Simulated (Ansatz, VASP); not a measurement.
**GeCl5: VASP beside Ansatz**

Contents of INCAR:

```
SYSTEM = GeCl5
  PREC = Accurate
  ENCUT = 520
  EDIFF = 1E-6
  ISMEAR = 0
  SIGMA = 0.1
  LREAL = .FALSE.
  LASPH = .TRUE.
  NELM = 100
  ALGO = Normal
  ISIF = 2
  LWAVE = .FALSE.
  LCHARG = .TRUE.
  GGA = PE
  LELF = .TRUE.
  LVHAR = .TRUE.
  NBANDS = 34
```

Contents of KPOINTS:

```
regular mesh
0
G
  4 4 4
  0 0 0
```

Contents of POSCAR:

```
GeCl5
1.0
    0.0000000000      4.3427092000      4.3427092000
    4.3427092000      0.0000000000      4.3427092000
    4.3427092000      4.3427092000      0.0000000000
Ge Cl
1 5
Direct
    0.0000000000      0.0000000000      0.0000000000
    0.1250000000      0.6250000000      0.6250000000
    0.6250000000      0.6250000000      0.6250000000
    0.6250000000      0.1250000000      0.6250000000
    0.6250000000      0.6250000000      0.1250000000
    0.2500000000      0.2500000000      0.2500000000
```

Input for Ansatz:

```yaml
crystal:
  lattice:
    - [0.0, 4.3427092, 4.3427092]
    - [4.3427092, 0.0, 4.3427092]
    - [4.3427092, 4.3427092, 0.0]
  atoms:
    - { symbol: Ge, position: [0.0, 0.0, 0.0] }
    - { symbol: Cl, position: [0.125, 0.625, 0.625] }
    - { symbol: Cl, position: [0.625, 0.625, 0.625] }
    - { symbol: Cl, position: [0.625, 0.125, 0.625] }
    - { symbol: Cl, position: [0.625, 0.625, 0.125] }
    - { symbol: Cl, position: [0.25, 0.25, 0.25] }
basis:
  ecutwfc: 420
kpoints:
  mp_grid: { grid: [4, 4, 4] }
hamiltonian:
  xc: pbe
scf:
  occupations: { method: gaussian, width: 0.1 }
  lower_state_search: "off"
output:
  forces: true
  stress: true
  eigenvalues: true
```

Change from the starting cell: species swapped into the Be5Au type (F-43m, No. 216).

Alike in both runs: task single point; functional PBE; k mesh 4 × 4 × 4; occupations gaussian, width 0.1 eV; no spin polarisation.

```csv
,VASP,Ansatz
version,VASP 6.6.1,Ansatz 0.2.0
potentials or method,"VASP PAW PBE potentials, release 64 (Ge_d, Cl), cutoff 520 eV","scalar-relativistic, plane waves, PAW"
valence electrons in the cell,49,49
```

|  | VASP | Ansatz | Ansatz less VASP |
| --- | --- | --- | --- |
| gap on the k mesh at the Fermi level (eV) | none | none | - |
| pressure (GPa) | -4.4 | -4.4 | +0.07 |

A gap of «none» marks a metal or a gap that the smearing closes. With one functional, cell and mesh, what is left measures potentials, basis and numerics.
